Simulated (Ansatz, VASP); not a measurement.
Two plane-wave programs on Zr

INCAR

```
PREC = Accurate
ENCUT = 520
EDIFF = 1E-6
ISMEAR = 0
SIGMA = 0.15
LREAL = F
LASPH = T
NELM = 60
ALGO = Fast
ISIF = 2
LWAVE = F
LCHARG = T
GGA = PE
LELF = T
LVHAR = T
NBANDS = 19
```

The input KPOINTS:

```
Automatic mesh
0
Gamma
  18 18 10
```

The input POSCAR:

```
Zr
1.0
    3.2319982225      0.0000000000      0.0000000000
   -1.6159991112      2.7989925657      0.0000000000
    0.0000000000      0.0000000000      5.1470000000
Zr
2
Direct
    0.3476929209      0.8810295083      0.2500000000
    0.6666666667      0.3333333333      0.7500000000
```

Input for Ansatz:

```yaml
crystal:
  lattice:
    - [3.2319982225, 0.0, 0.0]
    - [-1.6159991112, 2.7989925657, 0.0]
    - [0.0, 0.0, 5.147]
  atoms:
    - { symbol: Zr, position: [0.3476929209, 0.8810295083, 0.25] }
    - { symbol: Zr, position: [0.6666666667, 0.3333333333, 0.75] }
basis:
  ecutwfc: 420
kpoints:
  mp_grid: { grid: [18, 18, 10] }
hamiltonian:
  xc: pbe
scf:
  occupations: { method: gaussian, width: 0.15 }
output:
  forces: true
  stress: true
  eigenvalues: true
```

Alike in both runs: task single point; functional PBE; k mesh 18 × 18 × 10; occupations gaussian, width 0.15 eV; no spin polarisation.

|  | VASP | Ansatz |
| --- | --- | --- |
| version | VASP 6.6.1 | Ansatz 0.2.0 |
| potentials or method | VASP PAW PBE potentials, release 64 (Zr_sv), cutoff 520 eV | scalar-relativistic, plane waves, PAW |
| valence electrons in the cell | 24 | 24 |

Ansatz gave:

* gap on the k mesh at the Fermi level (eV): none
* pressure (GPa): -1.1
* traceless stress, the component that is largest in VASP (GPa): -3.54
* rms of the force components (eV/Å): 0.308

Q: Estimate VASP's values.

A: gap on the k mesh at the Fermi level (eV): none; pressure (GPa): -1.0; traceless stress, the component that is largest in VASP (GPa): -3.56; rms of the force components (eV/Å): 0.311.

Atom by atom the forces differ by 0.003 eV/Å (rms over components). A gap of «none» marks a metal or a gap that the smearing closes.
